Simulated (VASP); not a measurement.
Wanted: the native input for a VASP 6.6.1 run.

| Item | Value |
| --- | --- |
| Task | single point |
| Functional | PBE |
| Potentials or basis | VASP PAW PBE potentials, release 64 (Tl_d) |
| Cutoff | 520 eV |
| k mesh | 8 × 8 × 8 |
| Occupations | gaussian, width 0.05 eV |
| Spin | no spin polarisation |
| Dipole correction | no |
| Further INCAR settings | ALGO = Normal; EDIFF = 1e-07; NBANDS = 12 |

The structure of Tl lies in POSCAR:

```
Tl
1.0
    0.0000000000      2.4971574486      2.4971574486
    2.4971574486      0.0000000000      2.4971574486
    2.4971574486      2.4971574486      0.0000000000
Tl
1
Direct
    0.0000000000      0.0000000000      0.0000000000
```

These files were run (other wordings do the same):

INCAR

```
ALGO     = Normal         # electronic algorithm
EDIFF    = 1E-7           # SCF threshold, eV
ENCUT    = 520            # plane-wave cutoff, eV
GGA      = PE             # functional
ISIF     = 2              # what is computed and relaxed
ISMEAR   = 0              # smearing method
LASPH    = T              # aspherical terms in the spheres
LCHARG   = F              # write CHGCAR
LREAL    = F              # projectors in reciprocal space
LWAVE    = F              # write WAVECAR
NBANDS   = 12             # bands
NELM     = 80             # most SCF steps
PREC     = Accurate       # precision mode
SIGMA    = 0.05           # smearing width, eV
```

KPOINTS

```
k-points
0
Gamma
  8 8 8
```

Potentials or basis: VASP PAW PBE potentials, release 64 (Tl_d).

Command:

```bash
$ cat potpaw_PBE.64/Tl_d/POTCAR > POTCAR
$ mpirun -np 1 vasp_std > vasp.out
```

Results of the run:

| Item | Value |
| --- | --- |
| Pressure | 0.0 GPa |

Run time: 15 s on 1 thread of AMD EPYC 7R13 Processor (Zen 3), on a shared host, peak memory 0.12 GiB.
